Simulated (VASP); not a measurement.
A run of VASP 6.6.1:

Contents of INCAR:

```
PREC = Accurate ; ENCUT = 520
EDIFF = 1E-6 ; ISMEAR = 1
SIGMA = 0.1 ; LREAL = False
LASPH = True ; NELM = 150
ALGO = Normal ; ISIF = 2
LWAVE = False ; LCHARG = False
ISPIN = 2 ; MAGMOM = 2.4 0
LORBIT = 11 ; LMAXMIX = 4
GGA = PE ; NBANDS = 20
```

File KPOINTS:

```
regular mesh
0
Gamma
  10 10 7
```

Contents of POSCAR:

```
FePt
1.0
    2.7325482392      0.0000000000      0.0000000000
    0.0000000000      2.7325482392      0.0000000000
    0.0000000000      0.0000000000      3.7323588948
Fe Pt
1 1
Direct
    0.0000000000      0.0000000000      0.0000000000
    0.5000000000      0.5000000000      0.5000000000
```

Potentials or basis: VASP PAW PBE potentials, release 64 (Fe, Pt).

The run is started by

```console
$ cat potpaw_PBE.64/Fe/POTCAR potpaw_PBE.64/Pt/POTCAR > POTCAR
$ mpirun -np 1 vasp_std > vasp.out
```

Hardware: 1 thread of Intel(R) Xeon(R) Platinum 8488C (Sapphire Rapids) (shared host).

Estimate the wall time of this run.

Run time: 66 s on 1 thread of Intel(R) Xeon(R) Platinum 8488C (Sapphire Rapids) (shared host), peak memory 0.2 GiB. Counts: scf iterations 16, k points 84.
